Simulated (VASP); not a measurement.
# Mg5CdTe6 (P-4m2) in VASP: notebook

Runs on Mg5CdTe6. Level: PBE. Tasks: relaxation of cell and atoms, single point.

Everything below comes from runs of VASP 6.6.1. Logs are shortened: lines on timing, memory, paths and dates and some standing lists are left out, and cuts for length are marked.

**1. The cell of the first run**

The structure is tetragonal, space group P-4m2 (No. 115). The conventional cell has a = 4.209 Å, b = 4.209 Å, c = 17.858 Å, α = 90.00°, β = 90.00°, γ = 90.00°. Within 3.4 Å of Mg (site symmetry 2mm) lie 4 Te at 2.58 Å. Mg (site symmetry 2mm) has 4 Te at 2.58 Å within 3.4 Å. Mg (site symmetry -4m2) has 4 Te at 2.58 Å within 3.4 Å. Cd (site symmetry -4m2) has 4 Te at 2.58 Å within 3.4 Å. Te (site symmetry 2mm) has 4 Mg at 2.58 Å within 3.4 Å. Within 3.4 Å of Te (site symmetry 2mm) lie 4 Mg at 2.58 Å. Within 3.4 Å of Te (site symmetry 2mm) lie 2 Cd at 2.58 Å and 2 Mg at 2.58 Å.

**2. Relaxation of cell and atoms, PBE**

The input, INCAR:

```
  ALGO = Normal
  EDIFF = 1E-7
  EDIFFG = -0.04
  ENCUT = 600
  GGA = PE
  IBRION = 2
  ISIF = 3
  ISMEAR = 0
  LASPH = True
  LCHARG = False
  LREAL = False
  LWAVE = False
  NELM = 100
  NSW = 90
  PREC = Accurate
  SIGMA = 0.1
```

The input, KPOINTS:

```
k-points
0
Gamma
  4 4 1
```

The input, POSCAR:

```
Mg5CdTe6
1.0
    4.2091681900      0.0000000000      0.0000000000
    0.0000000000      4.2091681900      0.0000000000
    0.0000000000      0.0000000000     17.8579882200
Mg Cd Te
5 1 6
Direct
    0.0000000000      0.0000000000      0.8333333300
    0.5000000000      0.5000000000      0.6666666700
    0.0000000000      0.0000000000      0.5000000000
    0.5000000000      0.5000000000      0.3333333300
    0.0000000000      0.0000000000      0.1666666700
    0.5000000000      0.5000000000      0.0000000000
    0.5000000000      0.0000000000      0.5833333300
    0.0000000000      0.5000000000      0.4166666700
    0.5000000000      0.0000000000      0.2500000000
    0.0000000000      0.5000000000      0.0833333300
    0.5000000000      0.0000000000      0.9166666700
    0.0000000000      0.5000000000      0.7500000000
```

Potentials or basis: VASP PAW PBE potentials, release 64 (Mg, Cd, Te).

Started as:

```
$ cat potpaw_PBE.64/Mg/POTCAR potpaw_PBE.64/Cd/POTCAR potpaw_PBE.64/Te/POTCAR > POTCAR
$ mpirun -np 1 vasp_std > vasp.out
```

OUTCAR:

```text
EDIFF = 1E-7
   EDIFFG = -0.04
   ENCUT = 600
   GGA = PE
   IBRION = 2
   ISIF = 3
   ISMEAR = 0
   LASPH = True
   LREAL = False
   NELM = 100
   NSW = 90
   PREC = Accurate

 ion  position               nearest neighbor table
   1  0.000  0.000  0.833-  12 2.58  12 2.58  11 2.58  11 2.58
   2  0.500  0.500  0.667-  12 2.58  12 2.58   7 2.58   7 2.58
   3  0.000  0.000  0.500-   7 2.58   8 2.58   8 2.58   7 2.58
   4  0.500  0.500  0.333-   9 2.58   9 2.58   8 2.58   8 2.58
   5  0.000  0.000  0.167-   9 2.58   9 2.58  10 2.58  10 2.58
   6  0.500  0.500  0.000-  10 2.58  11 2.58  11 2.58  10 2.58
   7  0.500  0.000  0.583-   3 2.58   3 2.58   2 2.58   2 2.58
   8  0.000  0.500  0.417-   3 2.58   3 2.58   4 2.58   4 2.58
   9  0.500  0.000  0.250-   4 2.58   5 2.58   4 2.58   5 2.58
  10  0.000  0.500  0.083-   6 2.58   6 2.58   5 2.58   5 2.58
  11  0.500  0.000  0.917-   6 2.58   6 2.58   1 2.58   1 2.58
  12  0.000  0.500  0.750-   1 2.58   2 2.58   1 2.58   2 2.58

  LATTYP: Found a simple tetragonal cell.
 ALAT       =     4.2091681900
 C/A-ratio  =     4.2426406867

  Lattice vectors:

 A1 = (   4.2091681900,   0.0000000000,   0.0000000000)
 A2 = (   0.0000000000,   4.2091681900,   0.0000000000)
 A3 = (   0.0000000000,   0.0000000000,  17.8579882200)

Analysis of symmetry for initial positions (statically):
=====================================================================
 Subroutine PRICEL returns:
 Original cell was already a primitive cell.

 Routine SETGRP: Setting up the symmetry group for a
 simple tetragonal supercell.

 Subroutine GETGRP returns: Found  8 space group operations
 (whereof  8 operations were pure point group operations)
 out of a pool of 16 trial point group operations.

The static configuration has the point symmetry D_2d.

Analysis of symmetry for dynamics (positions and initial velocities):
=====================================================================
 Subroutine PRICEL returns:
 Original cell was already a primitive cell.

 Routine SETGRP: Setting up the symmetry group for a
 simple tetragonal supercell.

 Subroutine GETGRP returns: Found  8 space group operations
 (whereof  8 operations were pure point group operations)
 out of a pool of 16 trial point group operations.

The dynamic configuration has the point symmetry D_2d.

 Subroutine INISYM returns: Found  8 space group operations
 (whereof  8 operations are pure point group operations),
 and found     1 'primitive' translations

----------------------------------------------------------------------------------------

                                     Primitive cell

  volume of cell :     316.3917

  direct lattice vectors                    reciprocal lattice vectors
     4.209168190  0.000000000  0.000000000     0.237576632  0.000000000  0.000000000
     0.000000000  4.209168190  0.000000000     0.000000000  0.237576632  0.000000000
     0.000000000  0.000000000 17.857988220     0.000000000  0.000000000  0.055997349

  length of vectors
     4.209168190  4.209168190 17.857988220     0.237576632  0.237576632  0.055997349

  position of ions in fractional coordinates (direct lattice)
     0.000000000  0.000000000  0.833333330
     0.500000000  0.500000000  0.666666670
     0.000000000  0.000000000  0.500000000
     0.500000000  0.500000000  0.333333330
     0.000000000  0.000000000  0.166666670
     0.500000000  0.500000000  0.000000000
     0.500000000  0.000000000  0.583333330
     0.000000000  0.500000000  0.416666670
     0.500000000  0.000000000  0.250000000
     0.000000000  0.500000000  0.083333330
     0.500000000  0.000000000  0.916666670
     0.000000000  0.500000000  0.750000000

  ion indices of the primitive-cell ions
   primitive index   ion index
                 1           1
                 2           2
                 3           3
                 4           4
                 5           5
                 6           6
                 7           7
                 8           8
                 9           9
                10          10
[... 54 lines left out ...]
  Total       34.6373630     34.6373630     33.7758494      0.0000000     -0.0000000     -0.0000000
  in kB      175.4002919    175.4002919    171.0376697      0.0000000     -0.0000000     -0.0000000
  external PRESSURE =     173.9460845 kB  Pullay stress =       0.0000000 kB

 VOLUME and BASIS-vectors are now :
 -----------------------------------------------------------------------------
  energy-cutoff  :      600.00
  volume of cell :      316.39
      direct lattice vectors                 reciprocal lattice vectors
     4.209168190  0.000000000  0.000000000     0.237576632  0.000000000  0.000000000
     0.000000000  4.209168190  0.000000000     0.000000000  0.237576632  0.000000000
     0.000000000  0.000000000 17.857988220     0.000000000  0.000000000  0.055997349
[... 326 lines left out ...]
      2.31811      2.31811     12.96107         0.000000      0.000000     -0.011607
     -0.00000     -0.00000      9.72044        -0.000000      0.000000      0.000000
      2.31811      2.31811      6.47981        -0.000000     -0.000000      0.011607
      4.63621      4.63621      3.26532         0.000000      0.000000     -0.024078
      2.31811      2.31811      0.00000         0.000000     -0.000000      0.000000
      2.31811     -0.00000     11.34045        -0.000000      0.000000      0.000995
     -0.00000      2.31811      8.10043         0.000000      0.000000     -0.000995
      2.31811     -0.00000      4.86122        -0.000000     -0.000000      0.067944
      4.63621      2.31811      1.67167        -0.000000     -0.000000      0.030212
      2.31811     -0.00000     17.76921         0.000000      0.000000     -0.030212
     -0.00000      2.31811     14.57967         0.000000      0.000000     -0.067944
 -----------------------------------------------------------------------------------
    total drift:                                0.000000      0.000000      0.000000

  FREE ENERGIE OF THE ION-ELECTRON SYSTEM (eV)
  ---------------------------------------------------
  free  energy   TOTEN  =       -36.7494334373 eV

  energy  without entropy=      -36.7494334373  energy(sigma->0) =      -36.74943344

--------------------------------------- Ionic step        9  -------------------------------------------

 number of electron      57.9999993 magnetization

 Free energy of the ion-electron system (eV)
  ---------------------------------------------------
  ext. energy  EPLUGINS =         0.00000000
  ---------------------------------------------------
  free energy    TOTEN  =       -36.75029278 eV

  energy without entropy =      -36.75029278  energy(sigma->0) =      -36.75029278

 E-fermi :   2.2651     XC(G=0):  -7.8555

 val. band max:        1.7820313955   @ k =   0.0000   0.0000   0.0000
 cond. band min:       3.6859264343   @ k =   0.0000   0.0000   0.0000
 fundamental gap:      1.9038950388
 Fermi energy:         2.2651218857

 k-point     1 :       0.0000    0.0000    0.0000
  band No.  band energies     occupation
      1      -8.5107      2.00000
      2      -8.3514      2.00000
      3      -8.3177      2.00000
      4      -8.0493      2.00000
      5      -7.9255      2.00000
      6      -7.7421      2.00000
[... 245 lines left out ...]
 POSITION                                       TOTAL-FORCE (eV/Angst)
 -----------------------------------------------------------------------------------
     -0.00000      4.63630     16.15202        -0.000000      0.000000     -0.000999
      2.31815      2.31815     12.94211         0.000000      0.000000     -0.023920
      4.63630     -0.00000      9.70701        -0.000000      0.000000      0.000000
      2.31815      2.31815      6.47191        -0.000000     -0.000000      0.023920
     -0.00000     -0.00000      3.26200        -0.000000      0.000000      0.000999
      2.31815      2.31815      0.00000         0.000000      0.000000      0.000000
      2.31815     -0.00000     11.32487         0.000000      0.000000     -0.003418
     -0.00000      2.31815      8.08915        -0.000000     -0.000000      0.003418
      2.31815     -0.00000      4.86117        -0.000000     -0.000000      0.035638
     -0.00000      2.31815      1.67414        -0.000000     -0.000000      0.005072
      2.31815     -0.00000     17.73988         0.000000      0.000000     -0.005072
      4.63630      2.31815     14.55285         0.000000      0.000000     -0.035638
 -----------------------------------------------------------------------------------
    total drift:                                0.000000      0.000000      0.000000

  FREE ENERGIE OF THE ION-ELECTRON SYSTEM (eV)
  ---------------------------------------------------
  free  energy   TOTEN  =       -36.7502927805 eV

  energy  without entropy=      -36.7502927805  energy(sigma->0) =      -36.75029278

 reached required accuracy - stopping structural energy minimisation
```

Run time: 8 min. Hardware: 1 thread of AMD EPYC 9R45 (Zen 5), shared host; peak memory 0.5 GiB.

Results:

- Free energy: -36.7503 eV
- Relaxed volume: 34.78 Å³/atom
- Relaxed cell: a = 4.636 Å, b = 4.636 Å, c = 19.414 Å, α = 90.00°, β = 90.00°, γ = 90.00°
- Space group after relaxing (to 0.1 Å): P-4m2 (No. 115)
- Energy gained by relaxing: 361.7 meV/atom
- Ionic steps: 9
- Pressure after relaxing: 0.0 GPa
- Largest force after relaxing: 0.036 eV/Å
- Band gap on the k mesh: 1.90 eV

Forces in eV/Å, atoms in the order of the input:
```
Mg   0.000  0.000 -0.001
Mg   0.000  0.000 -0.024
Mg   0.000  0.000  0.000
Mg   0.000  0.000  0.024
Mg   0.000  0.000  0.001
Cd   0.000  0.000  0.000
Te   0.000  0.000 -0.003
Te   0.000  0.000  0.003
Te   0.000  0.000  0.036
Te   0.000  0.000  0.005
Te   0.000  0.000 -0.005
Te   0.000  0.000 -0.036
```

Step by step:
```csv
step,energy change (eV),largest force (eV/Å),pressure (GPa),volume (Å³)
1,0.0000,0.9658,17.39,316.39
2,-3.8336,0.1016,-3.00,466.40
3,-4.3342,0.0866,0.18,415.66
4,-4.3354,0.0877,-0.03,418.17
5,-4.3366,0.0702,-0.03,418.13
6,-4.3389,0.0445,-0.03,417.99
7,-4.3382,0.1020,-0.01,417.70
8,-4.3395,0.0679,-0.02,417.87
9,-4.3403,0.0356,0.02,417.31
```

Final structure:
```
Mg Cd Te
1.0
     4.63630    0.00000    0.00000
     0.00000    4.63630    0.00000
     0.00000    0.00000   19.41402
Mg Cd Te
5 1 6
Direct
  0.00000 0.00000 0.83198
  0.50000 0.50000 0.66664
  0.00000 0.00000 0.50000
  0.50000 0.50000 0.33336
  0.00000 0.00000 0.16802
  0.50000 0.50000 0.00000
  0.50000 0.00000 0.58333
  0.00000 0.50000 0.41667
  0.50000 0.00000 0.25039
  0.00000 0.50000 0.08623
  0.50000 0.00000 0.91377
  0.00000 0.50000 0.74961
```

Levels at points of the mesh, in eV from the valence-band top:
```csv
k point,band 25,band 26,band 27,band 28,band 29,band 30,band 31,band 32,band 33,band 34
"(0.00, 0.00, 0.00)",-0.40,-0.40,-0.02,0.00,0.00,1.90,2.79,3.08,3.31,3.34
"(0.50, 0.00, 0.00)",-0.61,-0.58,-0.58,-0.56,-0.31,2.67,3.28,3.29,3.34,3.98
"(0.50, 0.50, 0.00)",-1.46,-1.26,-1.26,-1.26,-1.24,2.81,2.81,3.04,3.54,3.82
```

Caveat: the volume moved by over 15 % at a fixed basis, so the end points are rough; spin-orbit coupling is left out, which moves the levels of the heavy elements.

[end of part 1 of 2]
